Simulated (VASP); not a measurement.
# GaAs (I-4m2) in VASP: further runs

The runs below take GaAs through single point, with r2SCAN.

All numbers are computed with VASP 6.6.1; they aren't measurements. Logs are shortened: lines on timing, memory, paths and dates and some standing lists are left out, and cuts for length are marked.

## Step 1: The cell of the first run

It takes space group I-4m2 (No. 119, tetragonal). The conventional cell has a = 4.007 Å, b = 4.007 Å, c = 5.723 Å, α = 90.00°, β = 90.00°, γ = 90.00°. Within 3.3 Å of Ga (site symmetry -4m2) lie 4 As at 2.46 Å. As (site symmetry -4m2) has 4 Ga at 2.46 Å within 3.3 Å.

## Step 2: Single point, r2SCAN (strain +0.0100 x Voigt [0, 0, 1, 0, 0, 0])

Input file POSCAR:

```
GaAs
1.0
    0.0000000000      2.8332036537      2.8615356902
    2.8332036537      0.0000000000      2.8615356902
    2.8332036537      2.8332036537      0.0000000000
Ga As
1 1
Direct
    0.0000000000      0.0000000000      0.0000000000
    0.7500000000      0.7500000000      0.7500000000
```

Input file INCAR.step1:

```
ALGO = Normal ; EDIFF = 1E-4
ENCUT = 520 ; GGA = PE
ISMEAR = 0 ; LASPH = T
LCHARG = F ; LREAL = F
LWAVE = T ; NBANDS = 16
NELM = 60 ; PREC = Accurate
SIGMA = 0.05
```

Input file INCAR.step2:

```
ALGO = Normal ; EDIFF = 1E-6
ENCUT = 520 ; ISIF = 2
ISMEAR = 0 ; ISTART = 1
LASPH = T ; LCHARG = F
LMIXTAU = T ; LREAL = F
LWAVE = F ; METAGGA = R2SCAN
NBANDS = 16 ; NELM = 60
PREC = Accurate ; SIGMA = 0.05
```

Input file KPOINTS:

```
k-points
0
Gamma
  8 8 8
```

Potentials or basis: VASP PAW PBE potentials, release 64 (Ga_d, As).

Started as:

```sh
$ cat potpaw_PBE.64/Ga_d/POTCAR potpaw_PBE.64/As/POTCAR > POTCAR
$ cp INCAR.step1 INCAR
$ mpirun -np 1 vasp_std > vasp.out
$ cp INCAR.step2 INCAR
$ mpirun -np 1 vasp_std > vasp.out
```

OUTCAR:

```text
EDIFF = 1E-6
   ENCUT = 520
   ISIF = 2
   ISMEAR = 0
   ISTART = 1
   LASPH = T
   LREAL = F
   METAGGA = R2SCAN
   NELM = 60
   PREC = Accurate

 ion  position               nearest neighbor table
   1  0.000  0.000  0.000-   2 2.46   2 2.46   2 2.46   2 2.46
   2  0.750  0.750  0.750-   1 2.46   1 2.46   1 2.46   1 2.46

  LATTYP: Found a body centered tetragonal cell.
 ALAT       =     4.0067550320
 C/A-ratio  =     1.4283556980

  Lattice vectors:

 A1 = (  -2.8332036537,   0.0000000000,   2.8615356902)
 A2 = (   2.8332036537,   0.0000000000,   2.8615356902)
 A3 = (   0.0000000000,   2.8332036537,  -2.8615356902)

Analysis of symmetry for initial positions (statically):
=====================================================================
 Subroutine PRICEL returns:
 Original cell was already a primitive cell.

 Routine SETGRP: Setting up the symmetry group for a
 body centered tetragonal supercell.

 Subroutine GETGRP returns: Found  8 space group operations
 (whereof  8 operations were pure point group operations)
 out of a pool of 16 trial point group operations.

The static configuration has the point symmetry D_2d.

Analysis of symmetry for dynamics (positions and initial velocities):
=====================================================================
 Subroutine PRICEL returns:
 Original cell was already a primitive cell.

 Routine SETGRP: Setting up the symmetry group for a
 body centered tetragonal supercell.

 Subroutine GETGRP returns: Found  8 space group operations
 (whereof  8 operations were pure point group operations)
 out of a pool of 16 trial point group operations.

The dynamic configuration has the point symmetry D_2d.

 Subroutine INISYM returns: Found  8 space group operations
 (whereof  8 operations are pure point group operations),
 and found     1 'primitive' translations

----------------------------------------------------------------------------------------

                                     Primitive cell

  volume of cell :      45.9393

  direct lattice vectors                    reciprocal lattice vectors
     0.000000000  2.833203654  2.861535690    -0.176478666  0.176478666  0.174731352
     2.833203654  0.000000000  2.861535690     0.176478666 -0.176478666  0.174731352
     2.833203654  2.833203654  0.000000000     0.176478666  0.176478666 -0.174731352

  length of vectors
     4.026838642  4.026838642  4.006755032     0.304664544  0.304664544  0.304664544

  position of ions in fractional coordinates (direct lattice)
     0.000000000  0.000000000  0.000000000
[... 74 lines left out ...]
   LSORBIT =      F    spin-orbit coupling
   LASPH  =      T    aspherical Exc in radial PAW
   ENCUT  =  520.0 eV  38.22 Ry    6.18 a.u.   7.49  7.49  7.45*2*pi/ulx,y,z
   NELM   =     60;   NELMIN=  2; NELMDL=  0     # of ELM steps
   EDIFF  = 0.1E-05   stopping-criterion for ELM
   LREAL  =      F    real-space projection
   EDIFFG = 0.1E-04   stopping-criterion for IOM
   NSW    =      0    number of steps for IOM
   IBRION =     -1    ionic relax: 0-MD 1-quasi-New 2-CG
   NFREE  =      0    steps in history (QN), initial steepest desc. (CG)
   ISIF   =      2    stress and relaxation
   ISYM   =      2    0-nonsym 1-usesym 2-fastsym
   POTIM  = 0.5000    time-step for ionic-motion
   TEBEG  =    0.0;   TEEND  =   0.0 temperature during run
   PSTRESS=    0.0 pullay stress
   NELECT =      18.0000    total number of electrons
   NUPDOWN=      -1.0000    fix difference up-down
   EMIN   =  10.00;   EMAX   =-10.00  energy-range for DOS
   EFERMI =   0.00;   METHOD = LEGACY
   ISMEAR =     0;   SIGMA  =   0.05  broadening in eV -4-tet -1-fermi 0-gaus
   EFERMI_NEDOS =   21; number of points for ismear=-14 and -15
   IALGO  =     38    algorithm
   IMIX   =      4    mixing-type and parameters
     AMIX     =   0.40;   BMIX     =  1.00
     AMIX_MAG =   1.60;   BMIX_MAG =  1.00
  volume/ion in A,a.u.               =      22.97       155.01
  Fermi-wavevector in a.u.,A,eV,Ry     =   1.197946  2.263791 19.525391  1.435076
  Thomas-Fermi vector in A             =   2.333848
   LORBIT       =      0    0 simple, 1 ext, 2 COOP (PROOUT), +10 PAW based schemes
   METAGGA = R2SCAN    functional components
   LHFCALC =     F    Hartree Fock is set to
   AEXX    =    0.0000 exact exchange contribution
   IVDW    =     0    specifies the selected vdW correction
   LEPSILON=     F    determine dielectric tensor
   LRPA    =     F    only Hartree local field effects (RPA)
 non-spin polarized calculation
 Gauss-broadening in eV      SIGMA  =   0.05
  energy-cutoff  :      520.00
  volume of cell :       45.94
 maximum number of plane-waves:      1263
 NGX is ok and might be reduce to    30
   NGX = 15   NGY = 15   NGZ = 15

 number of electron      17.9999987 magnetization

 Free energy of the ion-electron system (eV)
  ---------------------------------------------------
  ext. energy  EPLUGINS =         0.00000000
  ---------------------------------------------------
  free energy    TOTEN  =       -27.05185999 eV

  energy without entropy =      -27.05185999  energy(sigma->0) =      -27.05185999

 E-fermi :   3.7950     XC(G=0): -10.1754

 val. band max:        3.5430966238   @ k =   0.0000   0.0000   0.0000
 cond. band min:       4.3851207656   @ k =   0.0000   0.0000   0.0000
 fundamental gap:      0.8420241418
 Fermi energy:         3.7950017789

 k-point     1 :       0.0000    0.0000    0.0000
  band No.  band energies     occupation
      1     -11.6865      2.00000
      2     -11.6840      2.00000
      3     -11.6840      2.00000
      4     -11.6006      2.00000
      5     -11.5987      2.00000
      6      -9.5644      2.00000
[... 433 lines left out ...]
      3     -11.6626      2.00000
      4     -11.6048      2.00000
      5     -11.5938      2.00000
      6      -8.2430      2.00000
[... 8 lines left out ...]
     15      14.2954      0.00000
     16      15.0924      0.00000

 [... further k-points ...]
[... 5 lines left out ...]
  --------------------------------------------------------------------------------------
  -------------------------------------------------------------------------------------
  Total       -0.1060812     -0.1060812     -0.2965904      0.0000000      0.0000000      0.0000000
  in kB       -3.6996798     -3.6996798    -10.3438683      0.0000000      0.0000000      0.0000000
  external PRESSURE =      -5.9144093 kB  Pullay stress =       0.0000000 kB

 VOLUME and BASIS-vectors are now :
 -----------------------------------------------------------------------------
  energy-cutoff  :      520.00
  volume of cell :       45.94
      direct lattice vectors                 reciprocal lattice vectors
     0.000000000  2.833203654  2.861535690    -0.176478666  0.176478666  0.174731352
     2.833203654  0.000000000  2.861535690     0.176478666 -0.176478666  0.174731352
     2.833203654  2.833203654  0.000000000     0.176478666  0.176478666 -0.174731352

 POSITION                                       TOTAL-FORCE (eV/Angst)
 -----------------------------------------------------------------------------------
      0.00000      0.00000      0.00000        -0.000000     -0.000000      0.000000
      4.24981      4.24981      4.29230         0.000000      0.000000     -0.000000
 -----------------------------------------------------------------------------------
    total drift:                               -0.000003     -0.000003      0.000004

  FREE ENERGIE OF THE ION-ELECTRON SYSTEM (eV)
  ---------------------------------------------------
  free  energy   TOTEN  =       -27.0518599852 eV

  energy  without entropy=      -27.0518599852  energy(sigma->0) =      -27.05185999
```

OUTCAR.step1:

```text
EDIFF = 1E-4
   ENCUT = 520
   GGA = PE
   ISMEAR = 0
   LASPH = T
[... 678 lines left out ...]
 -----------------------------------------------------------------------------------
      0.00000      0.00000      0.00000        -0.000000      0.000000     -0.000000
      4.24981      4.24981      4.29230         0.000000     -0.000000      0.000000
 -----------------------------------------------------------------------------------
    total drift:                               -0.000002     -0.000002     -0.000002

  FREE ENERGIE OF THE ION-ELECTRON SYSTEM (eV)
  ---------------------------------------------------
  free  energy   TOTEN  =        -8.2599649518 eV

  energy  without entropy=       -8.2599649516  energy(sigma->0) =       -8.25996495
```

OSZICAR.step1:

```text
N       E                     dE             d eps       ncg     rms          rms(c)
DAV:   1     0.837987049312E+02    0.83799E+02   -0.89381E+03  1936   0.154E+03
DAV:   2    -0.178628941626E+01   -0.85585E+02   -0.81355E+02  2200   0.309E+02
DAV:   3    -0.831627401878E+01   -0.65300E+01   -0.65104E+01  2240   0.659E+01
DAV:   4    -0.841576368437E+01   -0.99490E-01   -0.99475E-01  2408   0.909E+00
DAV:   5    -0.841713410417E+01   -0.13704E-02   -0.13704E-02  2296   0.959E-01    0.285E+00
DAV:   6    -0.827747795019E+01    0.13966E+00   -0.21160E-01  2888   0.779E+00    0.172E+00
DAV:   7    -0.825864536096E+01    0.18833E-01   -0.61796E-02  2352   0.177E+00    0.559E-01
DAV:   8    -0.825949899404E+01   -0.85363E-03   -0.10118E-02  2264   0.113E+00    0.104E-01
DAV:   9    -0.825989928155E+01   -0.40029E-03   -0.93660E-04  2352   0.364E-01    0.512E-02
DAV:  10    -0.825996495175E+01   -0.65670E-04   -0.59361E-05  1864   0.839E-02
   1 F= -.82599650E+01 E0= -.82599650E+01  d E =-.142497E-09
```

It took 2.4 min on 1 thread of Intel Xeon 8259CL, shared host; peak memory 0.2 GiB.

What came out:

| Quantity | Value |
| --- | --- |
| Free energy | -27.0519 eV |
| Pressure | -0.6 GPa |
| Band gap on the k mesh | 0.84 eV |

Levels at points of the mesh, in eV from the valence-band top:
| k point | band 5 | band 6 | band 7 | band 8 | band 9 | band 10 | band 11 | band 12 | band 13 | band 14 |
| --- | --- | --- | --- | --- | --- | --- | --- | --- | --- | --- |
| (0.00, 0.00, 0.00) | -15.14 | -13.11 | -0.06 | 0.00 | 0.00 | 0.84 | 4.01 | 4.01 | 4.04 | 8.17 |
| (0.50, 0.00, 0.00) | -15.14 | -11.31 | -6.74 | -1.22 | -1.14 | 1.29 | 4.93 | 5.00 | 8.25 | 10.99 |
| (0.50, 0.50, 0.00) | -15.13 | -10.58 | -6.97 | -2.69 | -2.69 | 1.81 | 2.00 | 10.70 | 10.70 | 11.52 |
| (0.50, 0.00, 0.50) | -15.13 | -10.54 | -6.91 | -2.76 | -2.75 | 1.75 | 1.90 | 10.67 | 10.73 | 11.59 |

Caveat: the cell differs from its parent crystal (strain +0.0100 x Voigt [0, 0, 1, 0, 0, 0]); the PAW data sets were made with another functional, which shifts forces and pressure a little. A k mesh can miss the band edges.

## Step 3: Single point, r2SCAN (strain +0.0150 x Voigt [0, 0, 1, 0, 0, 0])

Input file POSCAR:

```
GaAs
1.0
    0.0000000000      2.8332036537      2.8757017085
    2.8332036537      0.0000000000      2.8757017085
    2.8332036537      2.8332036537      0.0000000000
Ga As
1 1
Direct
    0.0000000000      0.0000000000      0.0000000000
    0.7500000000      0.7500000000      0.7500000000
```

Input file INCAR.step1:

```
  PREC = Accurate
  ENCUT = 520
  ISMEAR = 0
  SIGMA = 0.05
  LREAL = F
  LASPH = T
  NELM = 100
  NBANDS = 16
  GGA = PE
  ALGO = Normal
  EDIFF = 1E-4
  LWAVE = T
  LCHARG = F
```

Input file INCAR.step2:

```
  PREC = Accurate
  ENCUT = 520
  EDIFF = 1E-6
  ISMEAR = 0
  SIGMA = 0.05
  LREAL = F
  LASPH = T
  NELM = 100
  ALGO = Normal
  ISIF = 2
  LWAVE = F
  LCHARG = F
  METAGGA = R2SCAN
  LMIXTAU = T
  NBANDS = 16
  ISTART = 1
```

Input file KPOINTS:

```
regular mesh
0
Gamma
  8 8 8
```

Potentials or basis: VASP PAW PBE potentials, release 64 (Ga_d, As).

Started as:

```sh
$ cat potpaw_PBE.64/Ga_d/POTCAR potpaw_PBE.64/As/POTCAR > POTCAR
$ cp INCAR.step1 INCAR
$ mpirun -np 1 vasp_std > vasp.out
$ cp INCAR.step2 INCAR
$ mpirun -np 1 vasp_std > vasp.out
```

Wall time 2.4 min (1 thread of Intel Xeon 8259CL, shared host); peak memory 0.2 GiB.

It converged, with:

```
Free energy            : -27.0499 eV
Pressure               : -0.9 GPa
Band gap on the k mesh : 0.79 eV
```

Stress tensor (GPa, compression positive):
```
-0.60  0.00  0.00
 0.00 -0.60  0.00
 0.00  0.00 -1.60
```

Levels at points of the mesh, in eV from the valence-band top:
```csv
k point,band 5,band 6,band 7,band 8,band 9,band 10,band 11,band 12,band 13,band 14
"(0.00, 0.00, 0.00)",-15.14,-13.08,-0.09,0.00,0.00,0.79,3.99,3.99,4.04,8.14
"(0.50, 0.00, 0.00)",-15.14,-11.30,-6.72,-1.24,-1.12,1.26,4.90,5.00,8.23,10.93
"(0.50, 0.50, 0.00)",-15.14,-10.59,-6.98,-2.66,-2.66,1.83,2.02,10.65,10.65,11.44
"(0.50, 0.00, 0.50)",-15.13,-10.53,-6.89,-2.77,-2.76,1.73,1.88,10.60,10.68,11.55
```

Caveat: the cell differs from its parent crystal (strain +0.0150 x Voigt [0, 0, 1, 0, 0, 0]); the PAW data sets were made with another functional, which shifts forces and pressure a little.

## Step 4: Single point, r2SCAN (strain +0.0175 x Voigt [0, 0, 1, 0, 0, 0])

Input file POSCAR:

```
GaAs
1.0
    0.0000000000      2.8332036537      2.8827847176
    2.8332036537      0.0000000000      2.8827847176
    2.8332036537      2.8332036537      0.0000000000
Ga As
1 1
Direct
    0.0000000000      0.0000000000      0.0000000000
    0.7500000000      0.7500000000      0.7500000000
```

Input file INCAR.step1:

```
PREC = Accurate
ENCUT = 520
ISMEAR = 0
SIGMA = 0.05
LREAL = F
LASPH = T
NELM = 60
NBANDS = 16
GGA = PE
ALGO = Normal
EDIFF = 1E-4
LWAVE = T
LCHARG = F
```

Input file INCAR.step2:

```
PREC = Accurate
ENCUT = 520
EDIFF = 1E-6
ISMEAR = 0
SIGMA = 0.05
LREAL = F
LASPH = T
NELM = 60
ALGO = Normal
ISIF = 2
LWAVE = F
LCHARG = F
METAGGA = R2SCAN
LMIXTAU = T
NBANDS = 16
ISTART = 1
```

KPOINTS is that of step 3.

Started as:

```sh
$ cat potpaw_PBE.64/Ga_d/POTCAR potpaw_PBE.64/As/POTCAR > POTCAR
$ cp INCAR.step1 INCAR
$ mpirun -np 1 vasp_std > vasp.out
$ cp INCAR.step2 INCAR
$ mpirun -np 1 vasp_std > vasp.out
```

It took 2.4 min on 1 thread of Intel Xeon 8259CL, shared host; peak memory 0.2 GiB.

Results (log left out):

```
Free energy            : -27.0487 eV
Pressure               : -1.1 GPa
Band gap on the k mesh : 0.77 eV
```

Stress tensor (GPa, compression positive):
```
-0.71  0.00  0.00
 0.00 -0.71  0.00
 0.00  0.00 -1.88
```

Levels at points of the mesh, in eV from the valence-band top:
```csv
k point,band 6,band 7,band 8,band 9,band 10,band 11,band 12,band 13
"(0.00, 0.00, 0.00)",-13.07,-0.11,0.00,0.00,0.77,3.98,3.98,4.04
"(0.50, 0.00, 0.00)",-11.29,-6.72,-1.25,-1.11,1.25,4.89,5.00,8.23
"(0.50, 0.50, 0.00)",-10.59,-6.98,-2.65,-2.65,1.84,2.04,10.62,10.62
"(0.50, 0.00, 0.50)",-10.53,-6.88,-2.77,-2.76,1.73,1.87,10.56,10.66
```

Caveat: the cell differs from its parent crystal (strain +0.0175 x Voigt [0, 0, 1, 0, 0, 0]); the PAW data sets were made with another functional, which shifts forces and pressure a little.

## Step 5: Single point, r2SCAN (strain +0.0200 x Voigt [0, 0, 1, 0, 0, 0])

Input file POSCAR:

```
GaAs
1.0
    0.0000000000      2.8332036537      2.8898677268
    2.8332036537      0.0000000000      2.8898677268
    2.8332036537      2.8332036537      0.0000000000
Ga As
1 1
Direct
    0.0000000000      0.0000000000      0.0000000000
    0.7500000000      0.7500000000      0.7500000000
```

Input file INCAR.step1:

```
SYSTEM = GaAs
PREC = Accurate
ENCUT = 520
ISMEAR = 0
SIGMA = 0.05
LREAL = .FALSE.
LASPH = .TRUE.
NELM = 100
NBANDS = 16
GGA = PE
ALGO = Normal
EDIFF = 1E-4
LWAVE = .TRUE.
LCHARG = .FALSE.
```

Input file INCAR.step2:

```
SYSTEM = GaAs
PREC = Accurate
ENCUT = 520
EDIFF = 1E-6
ISMEAR = 0
SIGMA = 0.05
LREAL = .FALSE.
LASPH = .TRUE.
NELM = 100
ALGO = Normal
ISIF = 2
LWAVE = .FALSE.
LCHARG = .TRUE.
METAGGA = R2SCAN
LMIXTAU = .TRUE.
LELF = .TRUE.
LVHAR = .TRUE.
NBANDS = 16
ISTART = 1
```

Input file KPOINTS:

```
regular mesh
0
G
  8 8 8
  0 0 0
```

Started as:

```sh
$ cat potpaw_PBE.64/Ga_d/POTCAR potpaw_PBE.64/As/POTCAR > POTCAR
$ cp INCAR.step1 INCAR
$ mpirun -np 1 vasp_std > vasp.out
$ cp INCAR.step2 INCAR
$ mpirun -np 1 vasp_std > vasp.out
```

Wall time 2.4 min (1 thread of Intel Xeon 8259CL, shared host); peak memory 0.2 GiB.

It converged, with:

- Free energy: -27.0472 eV
- Pressure: -1.3 GPa
- Band gap on the k mesh: 0.74 eV

Stress tensor (GPa, compression positive):
```
-0.82  0.00  0.00
 0.00 -0.82  0.00
 0.00  0.00 -2.16
```

Levels at points of the mesh, in eV from the valence-band top:
```tsv
k point	band 6	band 7	band 8	band 9	band 10	band 11	band 12	band 13
(0.00, 0.00, 0.00)	-13.06	-0.12	0.00	0.00	0.74	3.98	3.98	4.04
(0.50, 0.00, 0.00)	-11.29	-6.71	-1.27	-1.10	1.23	4.88	5.00	8.22
(0.50, 0.50, 0.00)	-10.60	-6.99	-2.63	-2.63	1.85	2.05	10.60	10.60
(0.50, 0.00, 0.50)	-10.52	-6.87	-2.77	-2.76	1.72	1.85	10.53	10.64
```

Caveat: the cell differs from its parent crystal (strain +0.0200 x Voigt [0, 0, 1, 0, 0, 0]); the PAW data sets were made with another functional, which shifts forces and pressure a little.

## Step 6: The runs side by side

| cell | gap on the mesh (eV) | pressure (GPa) |
| --- | --- | --- |
| a = 4.027, b = 4.027, c = 4.007 Å, angles 60.2, 60.2, 59.7°, 2 atoms | 0.84 | -0.6 |
| a = 4.037, b = 4.037, c = 4.007 Å, angles 60.2, 60.2, 59.5°, 2 atoms | 0.79 | -0.9 |
| a = 4.042, b = 4.042, c = 4.007 Å, angles 60.3, 60.3, 59.4°, 2 atoms | 0.77 | -1.1 |
| a = 4.047, b = 4.047, c = 4.007 Å, angles 60.3, 60.3, 59.3°, 2 atoms | 0.74 | -1.3 |

Alike in all rows: task single point; level r2SCAN; potentials or basis VASP PAW PBE potentials, release 64 (Ga_d, As); no spin polarisation; k mesh 8 × 8 × 8; cutoff (eV) 520; smearing gaussian 0.05 eV.

Caveats: the PAW data sets were made with another functional, which shifts forces and pressure a little.

Absolute energies hang on the potentials; compare differences alone.
